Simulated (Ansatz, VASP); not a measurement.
**TaAs in VASP and in Ansatz**

```
Ta As
1.0
     2.96444    0.00000    0.00000
    -1.48222    2.56728    0.00000
     0.00000    0.00000    5.16086
Ta As
1 1
Direct
  0.00000 0.00000 0.00000
  0.00000 0.00000 0.50000
```

Alike in both runs: functional PBE; k mesh 6 × 6 × 4; occupations gaussian, width 0.2 eV; no spin polarisation.

Ansatz relaxed the structure, and its values are those at the end. VASP's run is a single point on that final structure, the one shown.

```csv
,VASP,Ansatz
version,VASP 6.6.1,Ansatz 0.2.0
potentials or method,"VASP PAW PBE potentials, release 64 (Ta_pv, As), cutoff 500 eV","scalar-relativistic, plane waves, PAW"
valence electrons in the cell,16,28
```

VASP gave:

- gap on the k mesh at the Fermi level (eV): none
- pressure (GPa): 0.0

Q: What did Ansatz give for the same quantities?

A: gap on the k mesh at the Fermi level (eV): none; pressure (GPa): -0.1.

A gap of «none» marks a metal or a gap that the smearing closes. VASP's potentials hold 16 valence electrons a cell and Ansatz's 28, so a difference there can come from the potentials and not from the codes.

The k mesh is coarse, so the values compare programs but aren't converged. Spin-orbit coupling is off throughout.
